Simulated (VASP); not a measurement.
Here is a VASP 6.6.1 calculation.

Contents of INCAR:

```
PREC = Accurate
ENCUT = 520
EDIFF = 1E-7
ISMEAR = -1
SIGMA = 0.05
LREAL = F
LASPH = T
NELM = 60
ALGO = Normal
ISIF = 2
LWAVE = F
LCHARG = F
GGA = PS
NBANDS = 11
```

The input KPOINTS:

```
Automatic mesh
0
Gamma
  12 12 12
```

POSCAR

```
Pd
1.0
    0.0000000000      1.8867791790      1.8867791790
    1.8867791790      0.0000000000      1.8867791790
    1.8867791790      1.8867791790      0.0000000000
Pd
1
Direct
    0.0000000000      0.0000000000      0.0000000000
```

Potentials or basis: VASP PAW PBE potentials, release 64 (Pd).

Command:

```sh
$ cat potpaw_PBE.64/Pd/POTCAR > POTCAR
$ mpirun -np 1 vasp_std > vasp.out
```

Question: What does it give for the band gap on the k mesh?

Answer: Zero (band 5 reaches 11.64 eV, above the bottom of band 6 at 9.78 eV).

Question: Predict the pressure.

Answer: 19.5 GPa.

Caveat: the PAW data sets were made with another functional, which shifts forces and pressure a little.
